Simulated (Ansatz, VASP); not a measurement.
## AlNi: VASP beside Ansatz

```
Al Ni
1.0
     2.00029   -2.00032    0.00000
     2.00029    2.00032    0.00000
     0.00000    0.00000    2.83965
Al Ni
1 1
Direct
  0.00000 0.00000 0.00000
  0.50000 0.50000 0.50000
```

Alike in both runs: functional LDA; k mesh 16 × 16 × 14; occupations gaussian, width 0.1 eV; no spin polarisation.

Ansatz relaxed the structure, and its values are those at the end. VASP's run is a single point on that final structure, the one shown.

|  | VASP | Ansatz |
| --- | --- | --- |
| version | VASP 6.6.1 | Ansatz 0.2.0 |
| potentials or method | VASP PAW LDA potentials, release 64 (Al, Ni), cutoff 520 eV | scalar-relativistic, plane waves, PAW |
| valence electrons in the cell | 13 | 21 |

Ansatz gave:

| Item | Value |
| --- | --- |
| gap on the k mesh at the Fermi level (eV) | none |
| pressure (GPa) | 0.0 |

Question: What did VASP give for the same quantities?

Answer: gap on the k mesh at the Fermi level (eV): none; pressure (GPa): 0.3.

LDA's correlation is that of Perdew and Zunger in VASP and of Perdew and Wang (1992) in Ansatz. A gap of «none» marks a metal or a gap that the smearing closes. VASP's potentials hold 13 valence electrons a cell and Ansatz's 21, so a difference there can come from the potentials and not from the codes.
